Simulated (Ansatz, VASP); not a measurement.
## TePb in VASP and in Ansatz

```xyz
2
Lattice="0.0000 3.3117 3.3117 3.3117 0.0000 3.3117 3.3117 3.3117 0.0000" Properties=species:S:1:pos:R:3 pbc="T T T"
Te    3.3117    3.3117    3.3117
Pb    0.0000    0.0000    0.0000
```

Alike in both runs: functional r2SCAN; k mesh 8 × 8 × 8; occupations fermi-dirac, width 0.02 eV; no spin polarisation.

Ansatz relaxed the structure, and its values are those at the end. VASP's run is a single point on that final structure, the one shown.

```csv
,VASP,Ansatz
version,VASP 6.6.1,Ansatz 0.2.0
potentials or method,"VASP PAW PBE potentials, release 64 (Te, Pb_d), cutoff 520 eV",PAW plane waves
valence electrons in the cell,20,30
```

```tsv
	VASP	Ansatz	Ansatz less VASP
gap on the k mesh at the Fermi level (eV)	1.17	1.17	+0.004
pressure (GPa)	-1.6	-1.5	+0.03
```

VASP's potentials were made for PBE, not for r2SCAN. VASP's potentials hold 20 valence electrons a cell and Ansatz's 30, so a difference there can come from the potentials and not from the codes. Ansatz's warnings: stress scf threshold loose.

Spin-orbit coupling is off throughout.
